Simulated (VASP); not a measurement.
# CaSc (P4/mmm) in VASP: single point with PBE

Aim: the single point of CaSc with PBE.

All numbers are computed with VASP 6.6.1; they aren't measurements. Logs are shortened: lines on timing, memory, paths and dates and some standing lists are left out, and cuts for length are marked.

### Step 1. The cell of the first run

The structure is tetragonal, space group P4/mmm (No. 123). Conventional cell: a = 3.475 Å, b = 3.475 Å, c = 5.275 Å, α = 90.00°, β = 90.00°, γ = 90.00°. Within 4.6 Å of Ca (site symmetry 4/mmm) lie 4 Ca at 3.48 Å and 8 Sc at 3.60 Å. Sc (site symmetry 4/mmm) has 4 Sc at 3.48 Å and 8 Ca at 3.60 Å within 4.6 Å.

### Step 2. Single point, PBE

INCAR reads:

```
PREC = Accurate
ENCUT = 520
EDIFF = 1E-6
ISMEAR = 0
SIGMA = 0.1
LREAL = False
LASPH = True
NELM = 60
ALGO = Fast
ISIF = 2
LWAVE = False
LCHARG = False
GGA = PE
NBANDS = 18
```

KPOINTS reads:

```
regular mesh
0
Gamma
  16 16 12
```

POSCAR reads:

```
CaSc
1.0
    3.4754960453      0.0000000000      0.0000000000
    0.0000000000      3.4754960453      0.0000000000
    0.0000000000      0.0000000000      5.2747339073
Ca Sc
1 1
Direct
    0.5000000000      0.5000000000      0.5000000000
    0.0000000000      0.0000000000      0.0000000000
```

Potentials or basis: VASP PAW PBE potentials, release 64 (Ca_sv, Sc_sv).

Run with:

```sh
$ cat potpaw_PBE.64/Ca_sv/POTCAR potpaw_PBE.64/Sc_sv/POTCAR > POTCAR
$ mpirun -np 1 vasp_std > vasp.out
```

OUTCAR:

```text
PREC = Accurate
   ENCUT = 520
   EDIFF = 1E-6
   ISMEAR = 0
   LREAL = False
   LASPH = True
   NELM = 60
   ISIF = 2
   GGA = PE

 ion  position               nearest neighbor table
   1  0.500  0.500  0.500-
   2  0.000  0.000  0.000-

  LATTYP: Found a simple tetragonal cell.
 ALAT       =     3.4754960453
 C/A-ratio  =     1.5176923923

  Lattice vectors:

 A1 = (   3.4754960453,   0.0000000000,   0.0000000000)
 A2 = (   0.0000000000,   3.4754960453,   0.0000000000)
 A3 = (   0.0000000000,   0.0000000000,   5.2747339073)

Analysis of symmetry for initial positions (statically):
=====================================================================
 Subroutine PRICEL returns:
 Original cell was already a primitive cell.

 Routine SETGRP: Setting up the symmetry group for a
 simple tetragonal supercell.

 Subroutine GETGRP returns: Found 16 space group operations
 (whereof 16 operations were pure point group operations)
 out of a pool of 16 trial point group operations.

The static configuration has the point symmetry D_4h.

Analysis of symmetry for dynamics (positions and initial velocities):
=====================================================================
 Subroutine PRICEL returns:
 Original cell was already a primitive cell.

 Routine SETGRP: Setting up the symmetry group for a
 simple tetragonal supercell.

 Subroutine GETGRP returns: Found 16 space group operations
 (whereof 16 operations were pure point group operations)
 out of a pool of 16 trial point group operations.

The dynamic configuration has the point symmetry D_4h.

 Subroutine INISYM returns: Found 16 space group operations
 (whereof 16 operations are pure point group operations),
 and found     1 'primitive' translations

----------------------------------------------------------------------------------------

                                     Primitive cell

  volume of cell :      63.7139

  direct lattice vectors                    reciprocal lattice vectors
     3.475496045  0.000000000  0.000000000     0.287728712  0.000000000  0.000000000
     0.000000000  3.475496045  0.000000000     0.000000000  0.287728712  0.000000000
     0.000000000  0.000000000  5.274733907     0.000000000  0.000000000  0.189583023

  length of vectors
     3.475496045  3.475496045  5.274733907     0.287728712  0.287728712  0.189583023

  position of ions in fractional coordinates (direct lattice)
     0.500000000  0.500000000  0.500000000
     0.000000000  0.000000000  0.000000000

  ion indices of the primitive-cell ions
   primitive index   ion index
                 1           1
                 2           2

----------------------------------------------------------------------------------------

 KPOINTS: regular mesh

Automatic generation of k-mesh.
 Grid dimensions read from file:
 generate k-points for:   16   16   12

 Generating k-lattice:

  Cartesian coordinates                     Fractional coordinates (reciprocal lattice)
     0.017983044  0.000000000  0.000000000     0.062500000  0.000000000  0.000000000
     0.000000000  0.017983044  0.000000000     0.000000000  0.062500000  0.000000000
     0.000000000  0.000000000  0.015798585     0.000000000  0.000000000  0.083333333

  Length of vectors
     0.017983044  0.017983044  0.015798585

  Shift w.r.t. Gamma in fractional coordinates (k-lattice)
     0.000000000  0.000000000  0.000000000

 Subroutine IBZKPT returns following result:
 ===========================================

 Found    315 irreducible k-points:

 Following reciprocal coordinates:
            Coordinates               Weight
  0.000000  0.000000  0.000000      1.000000
  0.062500  0.000000  0.000000      4.000000
  0.125000  0.000000  0.000000      4.000000
  0.187500  0.000000  0.000000      4.000000
  0.250000  0.000000  0.000000      4.000000
  0.312500  0.000000  0.000000      4.000000
[... 16 lines left out ...]
  0.437500  0.125000  0.000000      8.000000
  0.500000  0.125000  0.000000      4.000000
 [... further k-points ...]
   k-points           NKPTS =    315   k-points in BZ     NKDIM =    315   number of bands    NBANDS=     18
   number of dos      NEDOS =    301   number of ions     NIONS =      2
   total plane-waves  NPLWV =  31360
   dimension x,y,z NGX =    28 NGY =   28 NGZ =   40
   dimension x,y,z NGXF=    56 NGYF=   56 NGZF=   80
   ions per type =               1   1
   NGX,Y,Z   is equivalent  to a cutoff of  13.39, 13.39, 12.61 a.u.
   NGXF,Y,Z  is equivalent  to a cutoff of  26.79, 26.79, 25.21 a.u.
 SYSTEM =  unknown system
   PREC   = accura    normal or accurate (medium, high low for compatibility)
   ISTART =      0    job   : 0-new  1-cont  2-samecut
   ICHARG =      2    charge: 1-file 2-atom 10-const
   ISPIN  =      1    spin polarized calculation?
   LNONCOLLINEAR =      F non collinear calculations
   LSORBIT =      F    spin-orbit coupling
   LASPH  =      T    aspherical Exc in radial PAW
   ENCUT  =  520.0 eV  38.22 Ry    6.18 a.u.   6.46  6.46  9.81*2*pi/ulx,y,z
   NELM   =     60;   NELMIN=  2; NELMDL= -5     # of ELM steps
   EDIFF  = 0.1E-05   stopping-criterion for ELM
   LREAL  =      F    real-space projection
   EDIFFG = 0.1E-04   stopping-criterion for IOM
   NSW    =      0    number of steps for IOM
   IBRION =     -1    ionic relax: 0-MD 1-quasi-New 2-CG
   NFREE  =      0    steps in history (QN), initial steepest desc. (CG)
   ISIF   =      2    stress and relaxation
   ISYM   =      2    0-nonsym 1-usesym 2-fastsym
   POTIM  = 0.5000    time-step for ionic-motion
   TEBEG  =    0.0;   TEEND  =   0.0 temperature during run
   PSTRESS=    0.0 pullay stress
   NELECT =      21.0000    total number of electrons
   NUPDOWN=      -1.0000    fix difference up-down
   EMIN   =  10.00;   EMAX   =-10.00  energy-range for DOS
   EFERMI =   0.00;   METHOD = LEGACY
   ISMEAR =     0;   SIGMA  =   0.10  broadening in eV -4-tet -1-fermi 0-gaus
   EFERMI_NEDOS =   21; number of points for ismear=-14 and -15
   IALGO  =     68    algorithm
   IMIX   =      4    mixing-type and parameters
     AMIX     =   0.40;   BMIX     =  1.00
     AMIX_MAG =   1.60;   BMIX_MAG =  1.00
  volume/ion in A,a.u.               =      31.86       214.98
  Fermi-wavevector in a.u.,A,eV,Ry     =   1.130845  2.136988 17.399282  1.278811
  Thomas-Fermi vector in A             =   2.267543
   LORBIT       =      0    0 simple, 1 ext, 2 COOP (PROOUT), +10 PAW based schemes
   GGA     = PE    functional components
   LHFCALC =     F    Hartree Fock is set to
   AEXX    =    0.0000 exact exchange contribution
   IVDW    =     0    specifies the selected vdW correction
   LEPSILON=     F    determine dielectric tensor
   LRPA    =     F    only Hartree local field effects (RPA)
 non-spin polarized calculation
 RMM-DIIS sequential band-by-band and
 Gauss-broadening in eV      SIGMA  =   0.10
  energy-cutoff  :      520.00
  volume of cell :       63.71
 maximum number of plane-waves:      1771
 NGX is ok and might be reduce to    28
   NGX = 13   NGY = 13   NGZ = 19

 number of electron      20.9999999 magnetization

 Free energy of the ion-electron system (eV)
  ---------------------------------------------------
  ext. energy  EPLUGINS =         0.00000000
  ---------------------------------------------------
  free energy    TOTEN  =        -7.61463741 eV

  energy without entropy =       -7.58481173  energy(sigma->0) =       -7.59972457

 E-fermi :   2.7730     XC(G=0):  -8.7719

 val. band max:        2.7718218550   @ k =   0.4375   0.3125   0.5000
 cond. band min:       2.7733377357   @ k =   0.1875   0.0625   0.0000
 fundamental gap:      0.0015158807
 Fermi energy:         2.7729696457

 k-point     1 :       0.0000    0.0000    0.0000
  band No.  band energies     occupation
      1     -47.3895      2.00000
      2     -38.3554      2.00000
      3     -26.0165      2.00000
      4     -25.9322      2.00000
      5     -25.9322      2.00000
      6     -19.3444      2.00000
[... 10 lines left out ...]
     17       7.3545      0.00000
     18       7.6831      0.00000

 k-point     2 :       0.0625    0.0000    0.0000
  band No.  band energies     occupation
      1     -47.3892      2.00000
      2     -38.3546      2.00000
      3     -26.0160      2.00000
      4     -25.9363      2.00000
      5     -25.9318      2.00000
      6     -19.3434      2.00000
[... 10 lines left out ...]
     17       5.5975      0.00000
     18       7.6284      0.00000

 k-point     3 :       0.1250    0.0000    0.0000
  band No.  band energies     occupation
      1     -47.3882      2.00000
      2     -38.3522      2.00000
      3     -26.0147      2.00000
      4     -25.9480      2.00000
      5     -25.9308      2.00000
      6     -19.3406      2.00000
[... 10 lines left out ...]
     17       5.6379      0.00000
     18       7.5293      0.00000

 k-point     4 :       0.1875    0.0000    0.0000
  band No.  band energies     occupation
      1     -47.3868      2.00000
      2     -38.3487      2.00000
      3     -26.0128      2.00000
      4     -25.9655      2.00000
      5     -25.9294      2.00000
      6     -19.3604      2.00000
[... 375 lines left out ...]
      4     -26.0046      2.00000
      5     -25.9400      2.00000
      6     -19.4889      2.00000
[... 10 lines left out ...]
     17       6.1066      0.00000
     18       6.4702      0.00000

 k-point    23 :       0.4375    0.1250    0.0000
  band No.  band energies     occupation
      1     -47.3800      2.00000
      2     -38.3316      2.00000
      3     -26.0338      2.00000
      4     -26.0033      2.00000
      5     -25.9389      2.00000
      6     -19.5148      2.00000
[... 10 lines left out ...]
     17       6.0378      0.00000
     18       6.3801      0.00000

 k-point    24 :       0.5000    0.1250    0.0000
  band No.  band energies     occupation
      1     -47.3797      2.00000
      2     -38.3308      2.00000
      3     -26.0379      2.00000
      4     -26.0028      2.00000
      5     -25.9386      2.00000
      6     -19.5238      2.00000
[... 10 lines left out ...]
     17       6.2769      0.00000
     18       7.1442      0.00000

 [... further k-points ...]

------------------------ aborting loop because EDIFF is reached ----------------------------------------

  FORCE on cell =-STRESS in cart. coord.  units (eV):
  Direction    XX          YY          ZZ          XY          YZ          ZX
  --------------------------------------------------------------------------------------
  -------------------------------------------------------------------------------------
  Total        0.0036206      0.0036206      0.0153865      0.0000000      0.0000000     -0.0000000
  in kB        0.0910443      0.0910443      0.3869154      0.0000000      0.0000000     -0.0000000
  external PRESSURE =       0.1896680 kB  Pullay stress =       0.0000000 kB

 VOLUME and BASIS-vectors are now :
 -----------------------------------------------------------------------------
  energy-cutoff  :      520.00
  volume of cell :       63.71
      direct lattice vectors                 reciprocal lattice vectors
     3.475496045  0.000000000  0.000000000     0.287728712  0.000000000  0.000000000
     0.000000000  3.475496045  0.000000000     0.000000000  0.287728712  0.000000000
     0.000000000  0.000000000  5.274733907     0.000000000  0.000000000  0.189583023

 POSITION                                       TOTAL-FORCE (eV/Angst)
 -----------------------------------------------------------------------------------
      1.73775      1.73775      2.63737         0.000000      0.000000      0.000000
      0.00000      0.00000      0.00000         0.000000      0.000000      0.000000
 -----------------------------------------------------------------------------------
    total drift:                                0.000000      0.000000      0.000000

  FREE ENERGIE OF THE ION-ELECTRON SYSTEM (eV)
  ---------------------------------------------------
  free  energy   TOTEN  =        -7.6146374134 eV

  energy  without entropy=       -7.5848117316  energy(sigma->0) =       -7.59972457
```

Wall time 13 min (1 thread of AMD EPYC 7R43 (Zen 3), shared host); peak memory 0.44 GiB.

What came out:

```yaml
Free_energy: -7.6146 eV
Pressure: 0.0 GPa
Band_gap_on_the_k_mesh: zero (an odd number of electrons rules out a gap without spin polarisation)
```
